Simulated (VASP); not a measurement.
A run of VASP 6.6.1 is set up as follows.

The input POSCAR:

```
VGe3
1.0
    5.0588589011      0.0000000000      0.0000000000
    0.0000000000      5.0588589011      0.0000000000
    0.0000000000      0.0000000000      5.0588589011
V Ge
2 6
Direct
    0.0000000000      0.0000000000      0.0000000000
    0.5000000000      0.5000000000      0.5000000000
    0.2500000000      0.0000000000      0.5000000000
    0.5000000000      0.7500000000      0.0000000000
    0.7500000000      0.0000000000      0.5000000000
    0.5000000000      0.2500000000      0.0000000000
    0.0000000000      0.5000000000      0.7500000000
    0.0000000000      0.5000000000      0.2500000000
```

The input INCAR.step1:

```
PREC = Accurate
ENCUT = 550
ISMEAR = 0
SIGMA = 0.1
LREAL = False
LASPH = True
NELM = 200
ISPIN = 2
MAGMOM = 1.46 1.46 0 0 0 0 0 0
LMAXMIX = 4
NBANDS = 69
GGA = PE
ALGO = Normal
EDIFF = 1E-5
LWAVE = True
LCHARG = False
GGA_COMPAT = False
```

INCAR.step2

```
PREC = Accurate
ENCUT = 550
EDIFF = 1E-6
ISMEAR = 0
SIGMA = 0.1
LREAL = False
LASPH = True
NELM = 200
ALGO = Normal
ISIF = 2
LWAVE = False
LCHARG = True
ISPIN = 2
MAGMOM = 1.46 1.46 0 0 0 0 0 0
LORBIT = 11
LMAXMIX = 4
METAGGA = R2SCAN
LMIXTAU = True
LELF = True
LVHAR = True
NBANDS = 69
ISTART = 1
GGA_COMPAT = False
```

KPOINTS

```
Automatic mesh
0
Gamma
  4 4 4
```

Potentials or basis: VASP PAW PBE potentials, release 64 (V_sv, Ge_d).

Run with:

```sh
$ cat potpaw_PBE.64/V_sv/POTCAR potpaw_PBE.64/Ge_d/POTCAR > POTCAR
$ cp INCAR.step1 INCAR
$ mpirun -np 1 vasp_std > vasp.out
$ cp INCAR.step2 INCAR
$ mpirun -np 1 vasp_std > vasp.out
```

Task: Estimate the site moments.

Result: V +1.70; Ge -0.06 μB.

Task: What does it give for the pressure?

Result: 0.0 GPa.

Caveat: the PAW data sets were made with another functional, which shifts forces and pressure a little.
